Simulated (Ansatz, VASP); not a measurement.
ZrCu: VASP beside Ansatz

File INCAR:

```
SYSTEM = ZrCu
  PREC = Accurate
  ENCUT = 520
  EDIFF = 1E-6
  ISMEAR = -1
  SIGMA = 0.05
  LREAL = .FALSE.
  LASPH = .TRUE.
  NELM = 100
  ALGO = Normal
  ISIF = 2
  LWAVE = .FALSE.
  LCHARG = .FALSE.
  GGA = CA
  NBANDS = 18
```

Contents of KPOINTS:

```
regular mesh
0
G
  11 11 11
  0 0 0
```

POSCAR

```
ZrCu
1.0
    2.7434032777      0.0000000000      0.0000000000
    0.0000000000      2.7434032777      0.0000000000
    0.0000000000      0.0000000000      2.7434032777
Zr Cu
1 1
Direct
    0.5000000000      0.5000000000      0.5000000000
    0.0000000000      0.0000000000      0.0000000000
```

Input for Ansatz:

```yaml
crystal:
  lattice:
    - [2.7434032777, 0.0, 0.0]
    - [0.0, 2.7434032777, 0.0]
    - [0.0, 0.0, 2.7434032777]
  atoms:
    - { symbol: Zr, position: [0.5, 0.5, 0.5] }
    - { symbol: Cu, position: [0.0, 0.0, 0.0] }
kpoints:
  mp_grid: { grid: [11, 11, 11] }
  band_path:
    path:
      - [0.0, 0.0, 0.0]
      - [0.0, 0.5, 0.0]
      - [0.5, 0.5, 0.0]
      - [0.0, 0.0, 0.0]
      - [0.5, 0.5, 0.5]
      - [0.0, 0.5, 0.0]
      - [0.5, 0.5, 0.5]
      - [0.5, 0.5, 0.0]
    npoints: 6
scf:
  occupations: { method: fermi_dirac, width: 0.05 }
hamiltonian:
  xc: lda
  pseudopotentials: { kind: all_electron, lapw: { basis_error: 0.001 } }
output:
  forces: true
  stress: true
  eigenvalues: true
  populations: true
```

Change from the starting cell: volume scaled by 0.6, LAPW.

Alike in both runs: task single point; functional LDA; k mesh 11 × 11 × 11; occupations fermi-dirac, width 0.05 eV; no spin polarisation.

|  | VASP | Ansatz |
| --- | --- | --- |
| version | VASP 6.6.1 | Ansatz 0.2.0 |
| potentials or method | VASP PAW LDA potentials, release 64 (Zr_sv, Cu), cutoff 520 eV | all-electron LAPW, scalar-relativistic |

|  | VASP | Ansatz | Ansatz less VASP |
| --- | --- | --- | --- |
| pressure (GPa) | 161.2 | 160.4 | -0.80 |

LDA's correlation is that of Perdew and Zunger in VASP and of Perdew and Wang (1992) in Ansatz. Both programs put the cell under a high pressure, so it lies far from rest at this level. Ansatz ran all-electron here, and VASP with PAW potentials.

Noted on VASP's run: the cell as given lies far from equilibrium.
